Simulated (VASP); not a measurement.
# Ge (P6_3/mmc) in VASP: further runs

Aim: see how the results for Ge move with the level of theory and the settings. Levels: PBEsol, BLYP+D3(BJ), BLYP+D4. Tasks: single point, relaxation of cell and atoms.

All numbers are computed with VASP 6.6.1; they aren't measurements. Logs are shortened: lines on timing, memory, paths and dates and some standing lists are left out, and cuts for length are marked.

## Step 1: The cell of the first run

The structure is hexagonal, space group P6_3/mmc (No. 194). The conventional cell has a = 4.024 Å, b = 4.024 Å, c = 6.643 Å, α = 90.00°, β = 90.00°, γ = 120.00°. Within 3.3 Å of Ge (site symmetry 3m) lie 4 Ge at 2.47 to 2.49 Å.

## Step 2: Single point, PBEsol (volume scaled by 1.02)

Input file INCAR:

```
SYSTEM = Ge
PREC = Accurate ; ENCUT = 520
EDIFF = 1E-7 ; ISMEAR = -1
SIGMA = 0.05 ; LREAL = .False.
LASPH = .True. ; NELM = 80
ALGO = Normal ; ISIF = 2
LWAVE = .False. ; LCHARG = .False.
GGA = PS ; NBANDS = 36
```

Input file KPOINTS:

```
regular mesh
0
Gamma
  8 8 4
  0 0 0
```

Input file POSCAR:

```
Ge
1.0
    4.0240606931      0.0000000000      0.0000000000
   -2.0120303466      3.4849387866      0.0000000000
    0.0000000000      0.0000000000      6.6430837134
Ge
4
Direct
    0.3333333333      0.6666666667      0.9370987500
    0.6666666667      0.3333333333      0.4370987500
    0.3333333333      0.6666666667      0.5629012500
    0.6666666667      0.3333333333      0.0629012500
```

Potentials or basis: VASP PAW PBE potentials, release 64 (Ge_d).

Launch:

```
$ cat potpaw_PBE.64/Ge_d/POTCAR > POTCAR
$ mpirun -np 1 vasp_std > vasp.out
```

OUTCAR:

```text
SYSTEM = Ge
   PREC = Accurate
   ENCUT = 520
   EDIFF = 1E-7
   ISMEAR = -1
   LREAL = .False.
   LASPH = .True.
   NELM = 80
   ISIF = 2
   GGA = PS

 ion  position               nearest neighbor table
   1  0.333  0.667  0.937-   4 2.47   4 2.47   4 2.47   3 2.49
   2  0.667  0.333  0.437-   3 2.47   3 2.47   3 2.47   4 2.49
   3  0.333  0.667  0.563-   2 2.47   2 2.47   2 2.47   1 2.49
   4  0.667  0.333  0.063-   1 2.47   1 2.47   1 2.47   2 2.49

  LATTYP: Found a hexagonal cell.
 ALAT       =     4.0240606931
 C/A-ratio  =     1.6508408347

  Lattice vectors:

 A1 = (   4.0240606931,   0.0000000000,   0.0000000000)
 A2 = (  -2.0120303466,   3.4849387866,   0.0000000000)
 A3 = (   0.0000000000,   0.0000000000,   6.6430837134)

Analysis of symmetry for initial positions (statically):
=====================================================================
 Subroutine PRICEL returns:
 Original cell was already a primitive cell.

 Routine SETGRP: Setting up the symmetry group for a
 hexagonal supercell.

 Subroutine GETGRP returns: Found 24 space group operations
 (whereof 12 operations were pure point group operations)
 out of a pool of 24 trial point group operations.

The static configuration has the point symmetry D_3d.
 The point group associated with its full space group is D_6h.

Analysis of symmetry for dynamics (positions and initial velocities):
=====================================================================
 Subroutine PRICEL returns:
 Original cell was already a primitive cell.

 Routine SETGRP: Setting up the symmetry group for a
 hexagonal supercell.

 Subroutine GETGRP returns: Found 24 space group operations
 (whereof 12 operations were pure point group operations)
 out of a pool of 24 trial point group operations.

The dynamic configuration has the point symmetry D_3d.
 The point group associated with its full space group is D_6h.

 Subroutine INISYM returns: Found 24 space group operations
 (whereof 12 operations are pure point group operations),
 and found     1 'primitive' translations

----------------------------------------------------------------------------------------

                                     Primitive cell

  volume of cell :      93.1600

  direct lattice vectors                    reciprocal lattice vectors
     4.024060693  0.000000000  0.000000000     0.248505198  0.143474543  0.000000000
    -2.012030347  3.484938787  0.000000000     0.000000000  0.286949086  0.000000000
     0.000000000  0.000000000  6.643083713     0.000000000  0.000000000  0.150532500

  length of vectors
     4.024060693  4.024060693  6.643083713     0.286949086  0.286949086  0.150532500

  position of ions in fractional coordinates (direct lattice)
     0.333333333  0.666666667  0.937098750
     0.666666667  0.333333333  0.437098750
     0.333333333  0.666666667  0.562901250
     0.666666667  0.333333333  0.062901250

  ion indices of the primitive-cell ions
   primitive index   ion index
                 1           1
                 2           2
                 3           3
                 4           4

----------------------------------------------------------------------------------------

 KPOINTS: regular mesh

Automatic generation of k-mesh.
 Grid dimensions read from file:
 generate k-points for:    8    8    4

 Generating k-lattice:

  Cartesian coordinates                     Fractional coordinates (reciprocal lattice)
     0.031063150  0.017934318  0.000000000     0.125000000  0.000000000  0.000000000
     0.000000000  0.035868636  0.000000000     0.000000000  0.125000000  0.000000000
     0.000000000  0.000000000  0.037633125     0.000000000  0.000000000  0.250000000

  Length of vectors
     0.035868636  0.035868636  0.037633125

  Shift w.r.t. Gamma in fractional coordinates (k-lattice)
     0.000000000  0.000000000  0.000000000

 Subroutine IBZKPT returns following result:
 ===========================================

 Found     30 irreducible k-points:

 Following reciprocal coordinates:
            Coordinates               Weight
  0.000000  0.000000  0.000000      1.000000
  0.125000  0.000000  0.000000      6.000000
  0.250000  0.000000  0.000000      6.000000
  0.375000  0.000000  0.000000      6.000000
  0.500000  0.000000  0.000000      3.000000
  0.125000  0.125000  0.000000      6.000000
[... 16 lines left out ...]
  0.250000  0.000000  0.500000      6.000000
  0.375000  0.000000  0.500000      6.000000
 [... further k-points ...]
   k-points           NKPTS =     30   k-points in BZ     NKDIM =     30   number of bands    NBANDS=     36
   number of dos      NEDOS =    301   number of ions     NIONS =      4
   total plane-waves  NPLWV =  45000
   dimension x,y,z NGX =    30 NGY =   30 NGZ =   50
   dimension x,y,z NGXF=    60 NGYF=   60 NGZF=  100
   ions per type =               4
   NGX,Y,Z   is equivalent  to a cutoff of  12.39, 12.39, 12.51 a.u.
   NGXF,Y,Z  is equivalent  to a cutoff of  24.79, 24.79, 25.03 a.u.
 SYSTEM =  Ge
   PREC   = accura    normal or accurate (medium, high low for compatibility)
   ISTART =      0    job   : 0-new  1-cont  2-samecut
   ICHARG =      2    charge: 1-file 2-atom 10-const
   ISPIN  =      1    spin polarized calculation?
   LNONCOLLINEAR =      F non collinear calculations
   LSORBIT =      F    spin-orbit coupling
   LASPH  =      T    aspherical Exc in radial PAW
   ENCUT  =  520.0 eV  38.22 Ry    6.18 a.u.   7.48  7.48 12.35*2*pi/ulx,y,z
   NELM   =     80;   NELMIN=  2; NELMDL= -5     # of ELM steps
   EDIFF  = 0.1E-06   stopping-criterion for ELM
   LREAL  =      F    real-space projection
   EDIFFG = 0.1E-05   stopping-criterion for IOM
   NSW    =      0    number of steps for IOM
   IBRION =     -1    ionic relax: 0-MD 1-quasi-New 2-CG
   NFREE  =      0    steps in history (QN), initial steepest desc. (CG)
   ISIF   =      2    stress and relaxation
   ISYM   =      2    0-nonsym 1-usesym 2-fastsym
   POTIM  = 0.5000    time-step for ionic-motion
   TEBEG  =    0.0;   TEEND  =   0.0 temperature during run
   PSTRESS=    0.0 pullay stress
   NELECT =      56.0000    total number of electrons
   NUPDOWN=      -1.0000    fix difference up-down
   EMIN   =  10.00;   EMAX   =-10.00  energy-range for DOS
   EFERMI =   0.00;   METHOD = LEGACY
   ISMEAR =    -1;   SIGMA  =   0.05  broadening in eV -4-tet -1-fermi 0-gaus
   EFERMI_NEDOS =   21; number of points for ismear=-14 and -15
   IALGO  =     38    algorithm
   IMIX   =      4    mixing-type and parameters
     AMIX     =   0.40;   BMIX     =  1.00
     AMIX_MAG =   1.60;   BMIX_MAG =  1.00
  volume/ion in A,a.u.               =      23.29       157.17
  Fermi-wavevector in a.u.,A,eV,Ry     =   1.381638  2.610918 25.972494  1.908924
  Thomas-Fermi vector in A             =   2.506404
   LORBIT       =      0    0 simple, 1 ext, 2 COOP (PROOUT), +10 PAW based schemes
   GGA     = PS    functional components
   LHFCALC =     F    Hartree Fock is set to
   AEXX    =    0.0000 exact exchange contribution
   IVDW    =     0    specifies the selected vdW correction
   LEPSILON=     F    determine dielectric tensor
   LRPA    =     F    only Hartree local field effects (RPA)
 non-spin polarized calculation
  energy-cutoff  :      520.00
  volume of cell :       93.16
 maximum number of plane-waves:      2539
 NGX is ok and might be reduce to    30
   NGX = 15   NGY = 15   NGZ = 25

 number of electron      56.0000030 magnetization

 Free energy of the ion-electron system (eV)
  ---------------------------------------------------
  ext. energy  EPLUGINS =         0.00000000
  ---------------------------------------------------
  free energy    TOTEN  =       -19.66963388 eV

  energy without entropy =      -19.66823702  energy(sigma->0) =      -19.66893545

 E-fermi :   4.5909     XC(G=0):  -9.9889

 val. band max:        4.4861582710   @ k =   0.0000   0.0000   0.0000
 cond. band min:       4.6521392558   @ k =   0.0000   0.0000   0.2500
 fundamental gap:      0.1659809849
 Fermi energy:         4.5909072109

 k-point     1 :       0.0000    0.0000    0.0000
  band No.  band energies     occupation
      1     -20.1711      2.00000
      2     -20.1711      2.00000
      3     -20.1348      2.00000
      4     -20.1348      2.00000
      5     -20.1346      2.00000
      6     -20.1220      2.00000
[... 28 lines left out ...]
     35       9.1372      0.00000
     36      10.5507      0.00000

 k-point     2 :       0.1250    0.0000    0.0000
  band No.  band energies     occupation
      1     -20.1795      2.00000
      2     -20.1739      2.00000
      3     -20.1430      2.00000
      4     -20.1397      2.00000
      5     -20.1345      2.00000
      6     -20.1119      2.00000
[... 28 lines left out ...]
     35       9.7882      0.00000
     36      10.7384      0.00000

 k-point     3 :       0.2500    0.0000    0.0000
  band No.  band energies     occupation
      1     -20.1883      2.00000
      2     -20.1780      2.00000
      3     -20.1561      2.00000
      4     -20.1479      2.00000
      5     -20.1302      2.00000
      6     -20.1009      2.00000
[... 28 lines left out ...]
     35      10.8609      0.00000
     36      11.3044      0.00000

 k-point     4 :       0.3750    0.0000    0.0000
  band No.  band energies     occupation
      1     -20.1886      2.00000
      2     -20.1798      2.00000
      3     -20.1684      2.00000
      4     -20.1534      2.00000
      5     -20.1192      2.00000
      6     -20.0949      2.00000
[... 28 lines left out ...]
     35      11.5613      0.00000
     36      12.1290      0.00000

 k-point     5 :       0.5000    0.0000    0.0000
  band No.  band energies     occupation
      1     -20.1843      2.00000
      2     -20.1801      2.00000
      3     -20.1765      2.00000
      4     -20.1551      2.00000
      5     -20.1108      2.00000
      6     -20.0934      2.00000
[... 655 lines left out ...]
 k-point    22 :       0.1250    0.0000    0.5000
  band No.  band energies     occupation
      1     -20.1609      2.00000
      2     -20.1609      2.00000
      3     -20.1596      2.00000
      4     -20.1596      2.00000
      5     -20.1249      2.00000
      6     -20.1249      2.00000
[... 28 lines left out ...]
     35       9.8154      0.00000
     36       9.8154      0.00000

 k-point    23 :       0.2500    0.0000    0.5000
  band No.  band energies     occupation
      1     -20.1657      2.00000
      2     -20.1657      2.00000
      3     -20.1649      2.00000
      4     -20.1649      2.00000
      5     -20.1218      2.00000
      6     -20.1218      2.00000
[... 28 lines left out ...]
     35      10.1909      0.00000
     36      10.1909      0.00000

 k-point    24 :       0.3750    0.0000    0.5000
  band No.  band energies     occupation
      1     -20.1680      2.00000
      2     -20.1680      2.00000
      3     -20.1657      2.00000
      4     -20.1657      2.00000
      5     -20.1167      2.00000
      6     -20.1167      2.00000
[... 28 lines left out ...]
     35      11.9284      0.00000
     36      11.9284      0.00000

 [... further k-points ...]
[... 5 lines left out ...]
  --------------------------------------------------------------------------------------
  -------------------------------------------------------------------------------------
  Total       -0.7276918     -0.7276918     -0.8992358      0.0000000     -0.0000000      0.0000000
  in kB      -12.5149361    -12.5149361    -15.4651733      0.0000000     -0.0000000      0.0000000
  external PRESSURE =     -13.4983485 kB  Pullay stress =       0.0000000 kB

 VOLUME and BASIS-vectors are now :
 -----------------------------------------------------------------------------
  energy-cutoff  :      520.00
  volume of cell :       93.16
      direct lattice vectors                 reciprocal lattice vectors
     4.024060693  0.000000000  0.000000000     0.248505198  0.143474543  0.000000000
    -2.012030347  3.484938787  0.000000000     0.000000000  0.286949086  0.000000000
     0.000000000  0.000000000  6.643083713     0.000000000  0.000000000  0.150532500

 POSITION                                       TOTAL-FORCE (eV/Angst)
 -----------------------------------------------------------------------------------
     -0.00000      2.32329      6.22523         0.000000     -0.000000      0.000353
      2.01203      1.16165      2.90368         0.000000     -0.000000      0.000353
     -0.00000      2.32329      3.73940         0.000000      0.000000     -0.000353
      2.01203      1.16165      0.41786        -0.000000     -0.000000     -0.000353
 -----------------------------------------------------------------------------------
    total drift:                               -0.000000      0.000000      0.000000

  FREE ENERGIE OF THE ION-ELECTRON SYSTEM (eV)
  ---------------------------------------------------
  free  energy   TOTEN  =       -19.6696338762 eV

  energy  without entropy=      -19.6682370237  energy(sigma->0) =      -19.66893545
```

It took 78 s on 1 thread of AMD EPYC 7R43 (Zen 3), shared host; peak memory 0.2 GiB.

Results:

```
Free energy            : -19.6696 eV
Pressure               : -1.3 GPa
Band gap on the k mesh : 0.17 eV, indirect (least direct gap 0.25 eV)
```

Stress tensor (GPa, compression positive):
```
-1.25  0.00  0.00
 0.00 -1.25  0.00
 0.00  0.00 -1.55
```

Caveat: the cell differs from its parent crystal (volume scaled by 1.02); the PAW data sets were made with another functional, which shifts forces and pressure a little.

## Step 3: Relaxation of cell and atoms, BLYP+D3(BJ)

This run uses another cell than the first one, of 22.83 Å³/atom, 0.980 times its volume.

Input file INCAR:

```
  PREC = Accurate
  ENCUT = 600
  EDIFF = 1E-6
  ISMEAR = -1
  SIGMA = 0.05
  LREAL = F
  LASPH = T
  NELM = 100
  ALGO = Normal
  ISIF = 3
  LWAVE = F
  LCHARG = F
  GGA = B5
  ALDAX = 1.0
  AGGAX = 1.0
  AGGAC = 1.0
  ALDAC = 0.0
  IVDW = 12
  VDW_S6 = 1.0
  VDW_S8 = 2.6996
  VDW_A1 = 0.4298
  VDW_A2 = 4.2359
  IBRION = 2
  NSW = 60
  EDIFFG = -0.01
```

Input file KPOINTS:

```
Automatic mesh
0
Gamma
  8 8 4
```

Input file POSCAR:

```
Ge
1.0
    3.9975858431      0.0000000000      0.0000000000
   -1.9987929216      3.4620108940      0.0000000000
    0.0000000000      0.0000000000      6.5993779500
Ge
4
Direct
    0.3333333333      0.6666666667      0.9370987500
    0.6666666667      0.3333333333      0.4370987500
    0.3333333333      0.6666666667      0.5629012500
    0.6666666667      0.3333333333      0.0629012500
```

Potentials or basis: VASP PAW PBE potentials, release 64 (Ge_d).

Launch:

```
$ cat potpaw_PBE.64/Ge_d/POTCAR > POTCAR
$ mpirun -np 1 vasp_std > vasp.out
```

Run time: 9.2 min. Hardware: 1 thread of AMD EPYC 7R13, shared host; peak memory 0.25 GiB.

Results (log left out):

```
Free energy                            : -17.7946 eV
Relaxed volume                         : 23.53 Å³/atom
Relaxed cell                           : a = 4.036 Å, b = 4.036 Å, c = 6.669 Å, α = 90.00°, β = 90.00°, γ = 120.00°
Space group after relaxing (to 0.05 Å) : P6_3/mmc (No. 194)
Energy gained by relaxing              : 3.9 meV/atom
Ionic steps                            : 5
Pressure after relaxing                : 0.0 GPa
Largest force after relaxing           : 0.005 eV/Å
Band gap on the k mesh                 : 0.19 eV, indirect (least direct gap 0.25 eV)
Dispersion energy per atom             : -0.656 eV
```

Forces in eV/Å, atoms in the order of the input:
```
Ge   0.000  0.000 -0.005
Ge   0.000  0.000 -0.005
Ge   0.000  0.000  0.005
Ge   0.000  0.000  0.005
```

Step by step:
| step | energy change (eV) | largest force (eV/Å) | pressure (GPa) | volume (Å³) |
| --- | --- | --- | --- | --- |
| 1 | 0.0000 | 0.0388 | 1.80 | 91.33 |
| 2 | -0.0147 | 0.0177 | -0.28 | 94.77 |
| 3 | -0.0155 | 0.0066 | -0.06 | 94.19 |
| 4 | -0.0155 | 0.0044 | 0.05 | 94.09 |
| 5 | -0.0155 | 0.0054 | -0.01 | 94.10 |

Final structure:
```
Ge
1.0
     4.03644    0.00000    0.00000
    -2.01822    3.49566    0.00000
     0.00000    0.00000    6.66916
Ge
4
Direct
  0.33333 0.66667 0.93691
  0.66667 0.33333 0.43691
  0.33333 0.66667 0.56309
  0.66667 0.33333 0.06309
```

Levels at points of the mesh, in eV from the valence-band top:
| k point | band 26 | band 27 | band 28 | band 29 | band 30 | band 31 |
| --- | --- | --- | --- | --- | --- | --- |
| (0.00, 0.00, 0.00) | -0.36 | -0.03 | 0.00 | 0.25 | 0.25 | 2.44 |
| (0.50, 0.00, 0.00) | -2.78 | -2.49 | -1.25 | 0.83 | 1.68 | 3.82 |
| (0.00, 0.00, 0.50) | -0.68 | -0.68 | -0.68 | 0.72 | 0.72 | 3.52 |
| (0.50, 0.00, 0.50) | -2.32 | -2.16 | -2.16 | 0.69 | 0.69 | 2.43 |

Caveat: the PAW data sets were made with another functional, which shifts forces and pressure a little. A k mesh can miss the band edges.

## Step 4: Relaxation of cell and atoms, BLYP+D4

This run uses another cell than the first one, of 22.83 Å³/atom, 0.980 times its volume.

Input file INCAR:

```
SYSTEM = Ge
PREC = Accurate
ENCUT = 600
EDIFF = 1E-6
ISMEAR = -1
SIGMA = 0.05
LREAL = .False.
LASPH = .True.
NELM = 80
ALGO = Normal
ISIF = 3
LWAVE = .False.
LCHARG = .False.
GGA = B5
ALDAX = 1.0
AGGAX = 1.0
AGGAC = 1.0
ALDAC = 0.0
IVDW = 13
VDW_S6 = 1.0
VDW_S8 = 2.34076671
VDW_A1 = 0.44488865
VDW_A2 = 4.0933009
IBRION = 2
NSW = 60
EDIFFG = -0.01
```

Input file KPOINTS:

```
regular mesh
0
Gamma
  8 8 4
  0 0 0
```

POSCAR is that of step 3.

Launch:

```
$ cat potpaw_PBE.64/Ge_d/POTCAR > POTCAR
$ mpirun -np 1 vasp_std > vasp.out
```

Wall time 11 min (1 thread of AMD EPYC 7R13, shared host); peak memory 0.24 GiB.

Results (log left out):

```yaml
Free_energy: -17.5507 eV
Relaxed_volume: 23.68 Å³/atom
Relaxed_cell: a = 4.046 Å, b = 4.046 Å, c = 6.681 Å, α = 90.00°, β = 90.00°, γ = 120.00°
Space_group_after_relaxing_to_0.05_Å: P6_3/mmc (No. 194)
Energy_gained_by_relaxing: 6.0 meV/atom
Ionic_steps: 7
Pressure_after_relaxing: 0.0 GPa
Largest_force_after_relaxing: 0.006 eV/Å
Band_gap_on_the_k_mesh: 0.19 eV, indirect (least direct gap 0.26 eV)
Dispersion_energy_per_atom: -0.591 eV
```

Forces in eV/Å, atoms in the order of the input:
```
Ge   0.000  0.000  0.006
Ge   0.000  0.000  0.006
Ge   0.000  0.000 -0.006
Ge   0.000  0.000 -0.006
```

The path:
```tsv
step	energy change (eV)	largest force (eV/Å)	pressure (GPa)	volume (Å³)
1	0.0000	0.0387	2.30	91.33
2	-0.0223	0.0230	-0.47	95.73
3	-0.0240	0.0088	-0.12	94.81
4	-0.0240	0.0065	0.15	94.63
5	-0.0240	0.0116	-0.05	94.73
6	-0.0240	0.0085	0.13	94.63
7	-0.0240	0.0061	-0.02	94.70
```

Final structure:
```xyz
4
Lattice="4.0458 0.0000 0.0000 -2.0229 3.5038 0.0000 0.0000 0.0000 6.6806" Properties=species:S:1:pos:R:3 pbc="T T T"
Ge    0.0000    2.3359    6.2591
Ge    2.0229    1.1679    2.9188
Ge    0.0000    2.3359    3.7618
Ge    2.0229    1.1679    0.4215
```

Levels at points of the mesh, in eV from the valence-band top:
| k point | band 25 | band 26 | band 27 | band 28 | band 29 | band 30 | band 31 | band 32 |
| --- | --- | --- | --- | --- | --- | --- | --- | --- |
| (0.00, 0.00, 0.00) | -1.24 | -0.39 | 0.00 | 0.00 | 0.27 | 0.27 | 2.45 | 2.45 |
| (0.50, 0.00, 0.00) | -4.16 | -2.74 | -2.45 | -1.21 | 0.85 | 1.68 | 3.84 | 3.91 |
| (0.00, 0.00, 0.50) | -0.65 | -0.65 | -0.65 | -0.65 | 0.72 | 0.72 | 3.53 | 3.53 |
| (0.50, 0.00, 0.50) | -2.28 | -2.28 | -2.12 | -2.12 | 0.71 | 0.71 | 2.45 | 2.45 |

Caveat: the PAW data sets were made with another functional, which shifts forces and pressure a little.

## Step 5: Overview

```tsv
task	level	cell	cutoff (eV)	gap on the mesh (eV)	pressure (GPa)	relaxed volume (Å³/atom)	largest force (eV/Å)
single point	PBEsol	a = 4.024, b = 4.024, c = 6.643 Å, angles 90.0, 90.0, 120.0°, 4 atoms	520	0.17	-1.3	-	-
relaxation of cell and atoms	BLYP+D3(BJ)	relaxed from a = 3.998, b = 3.998, c = 6.599 Å, angles 90.0, 90.0, 120.0°, 4 atoms	600	0.19	0.0	23.53	0.01
relaxation of cell and atoms	BLYP+D4	relaxed from a = 3.998, b = 3.998, c = 6.599 Å, angles 90.0, 90.0, 120.0°, 4 atoms	600	0.19	0.0	23.68	0.01
```

Alike in all rows: potentials or basis VASP PAW PBE potentials, release 64 (Ge_d); no spin polarisation; k mesh 8 × 8 × 4; smearing fermi-dirac 0.05 eV.

Caveats: the PAW data sets were made with another functional, which shifts forces and pressure a little.

Total energies depend on the potentials used, so only differences within one code and one set of settings carry meaning.
